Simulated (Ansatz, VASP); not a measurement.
**Zn6In6Ga6O25: VASP beside Ansatz**

```
CELL_PARAMETERS angstrom
0.00000 5.82082 0.00000
0.00000 -1.94027 8.71340
10.08196 0.00000 0.00000
ATOMIC_POSITIONS crystal
Zn 0.21664 0.66465 0.32789
Zn 0.70571 0.61672 0.15653
Zn 0.21715 0.65517 0.66369
Zn 0.71753 0.65931 0.49440
Zn 0.22026 0.66206 0.99545
Zn 0.72261 0.65857 0.82975
In 0.00221 0.02600 0.34143
In 0.48330 0.01755 0.16633
In 0.00270 0.00769 0.66275
In 0.49909 0.00849 0.49950
In 0.01290 0.01929 0.98587
In 0.50726 0.00850 0.82788
Ga 0.27643 0.35998 0.16301
Ga 0.28702 0.36702 0.49797
Ga 0.78357 0.36192 0.33392
Ga 0.29046 0.36372 0.82822
Ga 0.78610 0.36341 0.66316
Ga 0.78848 0.35347 0.99149
O 0.27776 0.89198 0.33486
O 0.72997 0.88305 0.22345
O 0.29523 0.88429 0.66405
O 0.79159 0.88817 0.50128
O 0.30301 0.89025 0.99411
O 0.79775 0.88706 0.82459
O 0.19195 0.13156 0.16418
O 0.21434 0.13923 0.50344
O 0.69719 0.14125 0.33536
O 0.21690 0.13504 0.82330
O 0.71444 0.13618 0.66257
O 0.70947 0.12932 0.00118
O 0.11635 0.35488 0.33183
O 0.61514 0.36343 0.16081
O 0.12206 0.37118 0.66391
O 0.61815 0.36979 0.49960
O 0.12157 0.34958 0.99362
O 0.61774 0.35616 0.82780
O 0.34991 0.58578 0.16262
O 0.36040 0.59472 0.49302
O 0.86233 0.58625 0.32954
O 0.36823 0.59148 0.83144
O 0.86192 0.59283 0.66217
O 0.87290 0.57512 0.98505
O 0.82772 0.83040 0.10242
```

Alike in both runs: task single point; functional PBE; k mesh 2 × 2 × 1; occupations gaussian, width 0.05 eV; collinear spin.

|  | VASP | Ansatz |
| --- | --- | --- |
| version | VASP 6.6.1 | Ansatz 0.2.0 |
| potentials or method | VASP PAW PBE potentials, release 64 (Zn, In_d, Ga_d, O), cutoff 520 eV | scalar-relativistic, plane waves, PAW |
| valence electrons in the cell | 378 | 378 |

VASP gave:

```
gap on the k mesh at the Fermi level (eV) : 0.92
rms of the force components (eV/Å)        : 0.024
```

**Question.** Which values does Ansatz return?

**Answer.** gap on the k mesh at the Fermi level (eV): 0.94; rms of the force components (eV/Å): 0.006.

Atom by atom the forces differ by 0.024 eV/Å (rms over components). With one functional, cell and mesh, what is left measures potentials, basis and numerics. Ansatz's warnings: stability check not made.

The k mesh is coarse, so the values compare programs but aren't converged.
